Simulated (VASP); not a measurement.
Write the native input for VASP 6.6.1 that does the following.

| Item | Value |
| --- | --- |
| Task | single point |
| Functional | r2SCAN |
| Potentials or basis | VASP PAW PBE potentials, release 64 (Ge_d, Cl) |
| Cutoff | 520 eV |
| k mesh | 6 × 6 × 6 |
| Occupations | gaussian, width 0.02 eV |
| Spin | no spin polarisation |
| Dipole correction | no |
| Further INCAR settings | ALGO = Normal; EDIFF = 1e-06; NBANDS = 21 |

The system is GeCl2.

```
CELL_PARAMETERS angstrom
0.00000 3.30962 3.30962
3.30962 0.00000 3.30962
3.30962 3.30962 0.00000
ATOMIC_POSITIONS crystal
Ge 0.00000 0.00000 0.00000
Cl 0.25000 0.25000 0.25000
Cl 0.75000 0.75000 0.75000
```

The input as run:

POSCAR

```
GeCl2
1.0
    0.0000000000      3.3096205066      3.3096205066
    3.3096205066      0.0000000000      3.3096205066
    3.3096205066      3.3096205066      0.0000000000
Ge Cl
1 2
Direct
    0.0000000000      0.0000000000      0.0000000000
    0.2500000000      0.2500000000      0.2500000000
    0.7500000000      0.7500000000      0.7500000000
```

INCAR.step1

```
SYSTEM = GeCl2
  ALGO = Normal
  EDIFF = 1E-4
  ENCUT = 520
  GGA = PE
  ISMEAR = 0
  LASPH = .True.
  LCHARG = .False.
  LREAL = .False.
  LWAVE = .True.
  NBANDS = 21
  NELM = 100
  PREC = Accurate
  SIGMA = 0.02
```

INCAR.step2

```
SYSTEM = GeCl2
  ALGO = Normal
  EDIFF = 1E-6
  ENCUT = 520
  ISIF = 2
  ISMEAR = 0
  ISTART = 1
  LASPH = .True.
  LCHARG = .True.
  LELF = .True.
  LMIXTAU = .True.
  LREAL = .False.
  LVHAR = .True.
  LWAVE = .False.
  METAGGA = R2SCAN
  NBANDS = 21
  NELM = 100
  PREC = Accurate
  SIGMA = 0.02
```

KPOINTS

```
k-points
0
Gamma
  6 6 6
  0 0 0
```

Potentials or basis: VASP PAW PBE potentials, release 64 (Ge_d, Cl).

Command:

```console
$ cat potpaw_PBE.64/Ge_d/POTCAR potpaw_PBE.64/Cl/POTCAR > POTCAR
$ cp INCAR.step1 INCAR
$ mpirun -np 1 vasp_std > vasp.out
$ cp INCAR.step2 INCAR
$ mpirun -np 1 vasp_std > vasp.out
```

Results of the run:

* Pressure: -1.1 GPa
* Band gap on the k mesh: 2.94 eV (least direct gap 3.50 eV)

Caveat: the PAW data sets were made with another functional, which shifts forces and pressure a little.

Run time: 66 s on 1 thread of Intel(R) Xeon(R) Platinum 8488C (Sapphire Rapids), with other jobs on the host, peak memory 0.21 GiB.
